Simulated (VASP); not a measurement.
## BN: single point with HSE06

The system is BN.

```
B N
1.0
     2.49134    0.00000    0.00000
    -1.24567    2.15756    0.00000
     0.00000    0.00000    3.98185
B N
2 2
Direct
  0.00000 0.00000 0.00000
  0.00000 0.00000 0.50000
  0.33333 0.66667 0.25000
  0.66667 0.33333 0.75000
```

This cell differs from its parent crystal: uniaxial z strain -0.5%.

* Program: VASP 6.6.1
* Task: single point
* Functional: HSE06
* Potentials or basis: VASP PAW PBE potentials, release 64 (B, N)
* Cutoff: 520 eV
* k mesh: 9 × 9 × 4
* Occupations: gaussian, width 0.01 eV
* Spin: no spin polarisation
* Dipole correction: no
* Grid for exact exchange (PRECFOCK): Normal
* Further INCAR settings: ALGO = Normal; EDIFF = 1e-06; NBANDS = 16
* Screening parameter: 0.2079 1/Å

```json
{
  "Pressure": "-5.6 GPa",
  "Band gap on the k mesh": "2.71 eV, indirect (least direct gap 6.77 eV)"
}
```

Stress tensor (GPa, compression positive):
```
-8.81  0.00  0.00
 0.00 -8.81  0.00
 0.00  0.00  0.67
```

Levels at points of the mesh, in eV from the valence-band top:
| k point | band 4 | band 5 | band 6 | band 7 | band 8 | band 9 | band 10 | band 11 | band 12 | band 13 |
| --- | --- | --- | --- | --- | --- | --- | --- | --- | --- | --- |
| (0.00, 0.00, 0.00) | -1.64 | -1.64 | -0.72 | -0.72 | -0.13 | 7.21 | 9.85 | 10.12 | 10.12 | 10.39 |
| (0.00, 0.00, 0.50) | -6.55 | -1.06 | -1.06 | -1.06 | -1.06 | 8.59 | 8.59 | 9.40 | 9.40 | 9.40 |

Run time: 35 min on 1 thread of AMD EPYC 9R45 96-Core Processor (Zen 5) (shared host), peak memory 0.22 GiB.

Caveat: the cell differs from its parent crystal (uniaxial z strain -0.5%); the PAW data sets were made with another functional, which shifts forces and pressure a little. A k mesh can miss the band edges.
